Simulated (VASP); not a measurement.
Write the native input for VASP 6.6.1 that does the following.

```yaml
Task: single point
Functional: BLYP
Potentials_or_basis: VASP PAW PBE potentials, release 64 (Pb_d, O)
Cutoff: 600 eV
k_mesh: 7 × 7 × 6
Occupations: fermi-dirac, width 0.05 eV
Spin: no spin polarisation
Dipole_correction: no
Further_INCAR_settings: ALGO = Normal; EDIFF = 1e-06; NBANDS = 28
```

The structure of PbO lies in POSCAR:

```
PbO
1.0
    3.9360744706      0.0000000000      0.0000000000
    0.0000000000      3.9360744706      0.0000000000
    0.0000000000      0.0000000000      4.9422889970
Pb O
2 2
Direct
    0.5000000000      0.0000000000      0.7600000000
    0.0000000000      0.5000000000      0.2400000000
    0.5000000000      0.5000000000      0.0000000000
    0.0000000000      0.0000000000      0.0000000000
```

These files were run (other wordings do the same):

INCAR

```
AGGAC = 1.0 ; AGGAX = 1.0
ALDAC = 0.0 ; ALDAX = 1.0
ALGO = Normal ; EDIFF = 1E-6
ENCUT = 600 ; GGA = B5
GGA_COMPAT = False ; ISIF = 2
ISMEAR = -1 ; LASPH = True
LCHARG = False ; LREAL = False
LWAVE = False ; NBANDS = 28
NELM = 120 ; PREC = Accurate
SIGMA = 0.05
```

KPOINTS

```
k-points
0
Gamma
  7 7 6
```

Potentials or basis: VASP PAW PBE potentials, release 64 (Pb_d, O).

Command:

```sh
$ cat potpaw_PBE.64/Pb_d/POTCAR potpaw_PBE.64/O/POTCAR > POTCAR
$ mpirun -np 1 vasp_std > vasp.out
```

Results of the run:

The pressure is 11.3 GPa. The largest force is 0.909 eV/Å and the band gap on the k mesh is 1.46 eV (least direct gap 2.54 eV).

Caveat: the cell stands under pressure; the PAW data sets were made with another functional, which shifts forces and pressure a little; spin-orbit coupling is left out, which moves the levels of the heavy elements; an odd mesh through Γ misses points on the zone boundary, where band edges can lie.

Run time: 2.3 min on 1 thread of Intel Xeon 8259CL (shared host), peak memory 0.24 GiB.
